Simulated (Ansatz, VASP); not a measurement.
**CaO: VASP beside Ansatz**

```xyz
2
Lattice="2.3539 2.3539 0.0000 -2.3539 2.3539 0.0000 0.0000 2.3539 2.3539" Properties=species:S:1:pos:R:3 pbc="T T T"
Ca    0.0000    0.0000    0.0000
O     0.0000    2.3539    0.0000
```

Alike in both runs: functional LDA; k mesh 12 × 12 × 12; occupations fermi-dirac, width 0.1 eV; no spin polarisation.

Ansatz relaxed the structure, and its values are those at the end. VASP's run is a single point on that final structure, the one shown.

|  | VASP | Ansatz |
| --- | --- | --- |
| version | VASP 6.6.1 | Ansatz 0.2.0 |
| potentials or method | VASP PAW LDA potentials, release 64 (Ca_sv, O) | PAW with Ansatz's default frozen-core files, scalar-relativistic |
| plane-wave cutoff (eV) | 520 | 420 |
| valence electrons in the cell | 16 | 16 |

|  | VASP | Ansatz | Ansatz less VASP |
| --- | --- | --- | --- |
| pressure (GPa) | 1.0 | 0.0 | -0.99 |

LDA's correlation is that of Perdew and Zunger in VASP and of Perdew and Wang (1992) in Ansatz.
